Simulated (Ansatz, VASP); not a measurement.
Two plane-wave programs on Si2WC3

```xyz
6
Lattice="3.0050 0.0000 0.0000 -1.5025 2.6024 0.0000 0.0000 0.0000 8.3933" Properties=species:S:1:pos:R:3 pbc="T T T"
Si    0.0000    1.7349    3.0055
Si    0.0000    1.7349    5.3877
W     0.0000    0.0000    0.0000
C     0.0000    1.7349    1.2414
C     0.0000    1.7349    7.1519
C     0.0000    0.0000    4.1966
```

Alike in both runs: functional PBE; k mesh 6 × 6 × 2; occupations gaussian, width 0.2 eV; no spin polarisation.

Ansatz relaxed the structure, and its values are those at the end. VASP's run is a single point on that final structure, the one shown.

|  | VASP | Ansatz |
| --- | --- | --- |
| version | VASP 6.6.1 | Ansatz 0.2.0 |
| potentials or method | VASP PAW PBE potentials, release 64 (Si, W_sv, C), cutoff 600 eV | scalar-relativistic, plane waves, PAW |
| valence electrons in the cell | 34 | 34 |

```csv
,VASP,Ansatz,Ansatz less VASP
gap on the k mesh at the Fermi level (eV),none,none,-
pressure (GPa),0.0,-0.2,-0.24
rms of the force components (eV/Å),0.012,0.006,-0.0065
```

A gap of «none» marks a metal or a gap that the smearing closes. With one functional, cell and mesh, what is left measures potentials, basis and numerics.

The k mesh is coarse, so the values compare programs but aren't converged. Neither program's run includes spin-orbit coupling.
